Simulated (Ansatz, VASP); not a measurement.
## One calculation of Sb, two programs

POSCAR

```
Sb
1.0
    0.0000000000      2.3712425216      2.3712425216
    2.3712425216      0.0000000000      2.3712425216
    2.3712425216      2.3712425216      0.0000000000
Sb
1
Direct
    0.0000000000      0.0000000000      0.0000000000
```

The input INCAR.step1:

```
SYSTEM = Sb
ALGO = Normal ; EDIFF = 1E-5
ENCUT = 550 ; GGA = PE
GGA_COMPAT = .FALSE. ; ISMEAR = 0
LASPH = .TRUE. ; LCHARG = .FALSE.
LREAL = .FALSE. ; LWAVE = .TRUE.
NBANDS = 8 ; NELM = 120
PREC = Accurate ; SIGMA = 0.1
```

The input INCAR.step2:

```
SYSTEM = Sb
ALGO = Normal ; EDIFF = 1E-6
ENCUT = 550 ; GGA_COMPAT = .FALSE.
ISIF = 2 ; ISMEAR = 0
ISTART = 1 ; LASPH = .TRUE.
LCHARG = .TRUE. ; LELF = .TRUE.
LMIXTAU = .TRUE. ; LREAL = .FALSE.
LVHAR = .TRUE. ; LWAVE = .FALSE.
METAGGA = R2SCAN ; NBANDS = 8
NELM = 120 ; PREC = Accurate
SIGMA = 0.1
```

KPOINTS

```
k-points
0
G
  6 6 6
  0 0 0
```

Input for Ansatz:

```yaml
crystal:
  lattice:
    - [0.0, 2.3712425216, 2.3712425216]
    - [2.3712425216, 0.0, 2.3712425216]
    - [2.3712425216, 2.3712425216, 0.0]
  atoms:
    - { symbol: Sb, position: [0.0, 0.0, 0.0] }
basis:
  ecutwfc: 500
kpoints:
  mp_grid: { grid: [6, 6, 6] }
hamiltonian:
  xc: r2scan
scf:
  occupations: { method: gaussian, width: 0.1 }
output:
  forces: true
  stress: true
  eigenvalues: true
```

Alike in both runs: task single point; functional r2SCAN; k mesh 6 × 6 × 6; occupations gaussian, width 0.1 eV; no spin polarisation.

|  | VASP | Ansatz |
| --- | --- | --- |
| version | VASP 6.6.1 | Ansatz 0.2.0 |
| potentials or method | VASP PAW PBE potentials, release 64 (Sb), cutoff 550 eV | scalar-relativistic, plane waves, PAW |
| valence electrons in the cell | 5 | 15 |

Ansatz gave:

- gap on the k mesh at the Fermi level (eV): none
- pressure (GPa): 1.3

Problem. Estimate VASP's values.

Solution. gap on the k mesh at the Fermi level (eV): none; pressure (GPa): 1.2.

VASP's potentials were made for PBE, not for r2SCAN. A gap of «none» marks a metal or a gap that the smearing closes. VASP's potentials hold 5 valence electrons a cell and Ansatz's 15, so a difference there can come from the potentials and not from the codes.

The k mesh is coarse, so the values compare programs but aren't converged. Spin-orbit coupling is off throughout.
